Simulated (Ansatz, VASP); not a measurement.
PtS2 in VASP and in Ansatz

```
Pt S
1.0
     3.55262    0.00000    0.00000
    -1.77631    3.07666    0.00000
     0.00000    0.00000    5.12283
Pt S
1 2
Direct
  0.00000 0.00000 0.00000
  0.33333 0.66667 0.23925
  0.66667 0.33333 0.76075
```

Alike in both runs: task single point; functional PBE; k mesh 12 × 12 × 6; occupations fermi-dirac, width 0.02 eV; non-collinear spin, spin-orbit coupling.

```csv
,VASP,Ansatz
version,VASP 6.6.1,Ansatz 0.2.0
potentials or method,"VASP PAW PBE potentials, release 64 (Pt, S)","plane waves, PAW"
plane-wave cutoff (eV),500,420
valence electrons in the cell,22,30
```

```tsv
	VASP	Ansatz	Ansatz less VASP
pressure (GPa)	3.4	3.7	+0.32
traceless stress, the component that is largest in VASP (GPa)	-0.77	-0.88	-0.115
rms of the force components (eV/Å)	0.030	0.040	+0.0105
```

Atom by atom the forces differ by 0.010 eV/Å (rms over components). The functional is the same, so the differences come from potentials, cutoffs and numerics. VASP's potentials hold 22 valence electrons a cell and Ansatz's 30, so a difference there can come from the potentials and not from the codes.
